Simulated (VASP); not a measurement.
Set up this calculation in VASP 6.6.1, as the native input.

| Quantity | Value |
| --- | --- |
| Task | single point |
| Functional | RPBE |
| Potentials or basis | VASP PAW PBE potentials, release 64 (La, Cl, O) |
| Cutoff | 520 eV |
| k mesh | 2 × 2 × 3 |
| Occupations | fermi-dirac, width 0.01 eV |
| Spin | no spin polarisation |
| Dipole correction | no |
| Further INCAR settings | ALGO = Normal; EDIFF = 1e-06; NBANDS = 34 |

The structure of LaCl3O3 lies in POSCAR:

```
LaCl3O3
1.0
    7.0624050000      0.0000000000      0.0000000000
   -3.5312025000      6.1162221418      0.0000000000
    0.0000000000      0.0000000000      4.0790320000
La Cl O
1 3 3
Direct
    0.0000000000      0.0000000000      0.0000000000
    0.7014420000      0.0000000000      0.5000000000
    0.0000000000      0.7014420000      0.5000000000
    0.2985580000      0.2985580000      0.5000000000
    0.6467400000      0.6467400000      0.0000000000
    0.3532600000      0.0000000000      0.0000000000
    0.0000000000      0.3532600000      0.0000000000
```

The input as run:

INCAR

```
PREC     = Accurate       # precision mode
ENCUT    = 520            # plane-wave cutoff, eV
EDIFF    = 1E-6           # SCF threshold, eV
ISMEAR   = -1             # smearing method
SIGMA    = 0.01           # smearing width, eV
LREAL    = False          # projectors in reciprocal space
LASPH    = True           # aspherical terms in the spheres
NELM     = 100            # most SCF steps
ALGO     = Normal         # electronic algorithm
ISIF     = 2              # what is computed and relaxed
LWAVE    = False          # write WAVECAR
LCHARG   = False          # write CHGCAR
GGA      = RP             # functional
NBANDS   = 34             # bands
```

KPOINTS

```
Automatic mesh
0
Gamma
  2 2 3
```

Potentials or basis: VASP PAW PBE potentials, release 64 (La, Cl, O).

Run with:

```sh
$ cat potpaw_PBE.64/La/POTCAR potpaw_PBE.64/Cl/POTCAR potpaw_PBE.64/O/POTCAR > POTCAR
$ mpirun -np 1 vasp_std > vasp.out
```

It gave:

The pressure is -1.9 GPa and the largest force is 0.887 eV/Å. The band gap on the k mesh is zero (band 25 reaches -0.75 eV, above the bottom of band 26 at -0.85 eV).

Caveat: the k points lie up to 0.51 Å⁻¹ apart; the PAW data sets were made with another functional, which shifts forces and pressure a little; spin-orbit coupling is left out, which moves the levels of the heavy elements.

Run time: 32 s on 1 thread of Intel(R) Xeon(R) Platinum 8488C (Sapphire Rapids), with other jobs on the host, peak memory 0.28 GiB.
